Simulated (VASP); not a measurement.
**NbAs: single point with LDA**

NbAs:

```
Nb As
1.0
    -1.74856    1.74856    5.91685
     1.74856   -1.74856    5.91685
     1.74856    1.74856   -5.91685
Nb As
2 2
Direct
  0.75000 0.75000 0.00000
  0.50000 0.00000 0.50000
  0.16600 0.16600 0.00000
  0.91600 0.41600 0.50000
```

This cell differs from its parent crystal: volume scaled by 1.04.

```yaml
Program: VASP 6.6.1
Task: single point
Functional: LDA
Potentials_or_basis: VASP PAW LDA potentials, release 64 (Nb_sv, As)
Cutoff: 520 eV
k_mesh: 15 × 15 × 15
Occupations: fermi-dirac, width 0.08 eV
Spin: no spin polarisation
Dipole_correction: no
Further_INCAR_settings: ALGO = Normal; EDIFF = 1e-07; NBANDS = 26
```

- Pressure: -11.1 GPa
- Largest force: 0.229 eV/Å
- Band gap on the k mesh: zero (band 18 reaches 9.08 eV, above the bottom of band 19 at 9.07 eV)

Forces in eV/Å, atoms in the order of the input:
```
Nb   0.000  0.000 -0.229
Nb   0.000  0.000 -0.229
As   0.000  0.000  0.229
As   0.000  0.000  0.229
```

Stress tensor (GPa, compression positive):
```
-11.79   0.00   0.00
  0.00 -11.79   0.00
  0.00   0.00  -9.72
```

Levels at points of the mesh, in eV from the Fermi level:
```tsv
k point	band 14	band 15	band 16	band 17	band 18	band 19	band 20	band 21	band 22	band 23
(0.00, 0.00, 0.00)	-2.18	-1.90	-1.57	-1.34	-1.34	0.69	1.23	2.29	2.86	2.86
```

It took 7.9 min on 1 thread of Intel(R) Xeon(R) 6975P-C (Granite Rapids), with other jobs on the host, peak memory 0.61 GiB.
